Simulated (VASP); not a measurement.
InPd:

```xyz
2
Lattice="3.2499 0.0000 0.0000 0.0000 3.2499 0.0000 0.0000 0.0000 3.2499" Properties=species:S:1:pos:R:3 pbc="T T T"
In    0.0000    0.0000    0.0000
Pd    1.6250    1.6250    1.6250
```

Base run:

| Item | Value |
| --- | --- |
| Program | VASP 6.6.1 |
| Functional | r2SCAN |
| Potentials or basis | VASP PAW PBE potentials, release 64 (In_d, Pd) |
| Cutoff | 520 eV |
| k mesh | 8 × 8 × 8 |
| Occupations | fermi-dirac, width 0.05 eV |
| Spin | no spin polarisation |

Its results: pressure 2.8 GPa.

Task: The run is repeated on the same cell with these changes: functional from r2SCAN to LDA; potentials or basis from VASP PAW PBE potentials, release 64 (In_d, Pd) to VASP PAW LDA potentials, release 64 (In_d, Pd). What comes out?

Result: Pressure -4.2 GPa.

Caveats: the PAW data sets were made with another functional, which shifts forces and pressure a little (some runs).
